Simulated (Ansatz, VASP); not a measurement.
Os in VASP and in Ansatz

```
Os
1.0
     1.35763    0.78383    4.79346
    -1.35763    0.78383    4.79346
     0.00000   -1.56766    4.79346
Os
2
Cartesian
  0.0000 0.0000 1.3387
  0.0000 0.0000 13.0416
```

Alike in both runs: functional PBE; k mesh 6 × 6 × 6; occupations gaussian, width 0.1 eV; no spin polarisation.

Ansatz relaxed the structure, and its values are those at the end. VASP's run is a single point on that final structure, the one shown.

|  | VASP | Ansatz |
| --- | --- | --- |
| version | VASP 6.6.1 | Ansatz 0.2.0 |
| potentials or method | VASP PAW PBE potentials, release 64 (Os), cutoff 520 eV | scalar-relativistic, plane waves, PAW |
| valence electrons in the cell | 16 | 32 |

```tsv
	VASP	Ansatz	Ansatz less VASP
gap on the k mesh at the Fermi level (eV)	none	none	-
pressure (GPa)	-0.4	-0.2	+0.22
```

A gap of «none» marks a metal or a gap that the smearing closes. The functional is the same, so the differences come from potentials, cutoffs and numerics. VASP's potentials hold 16 valence electrons a cell and Ansatz's 32, so a difference there can come from the potentials and not from the codes.

The k mesh is coarse, so the values compare programs but aren't converged. Spin-orbit coupling is off throughout.
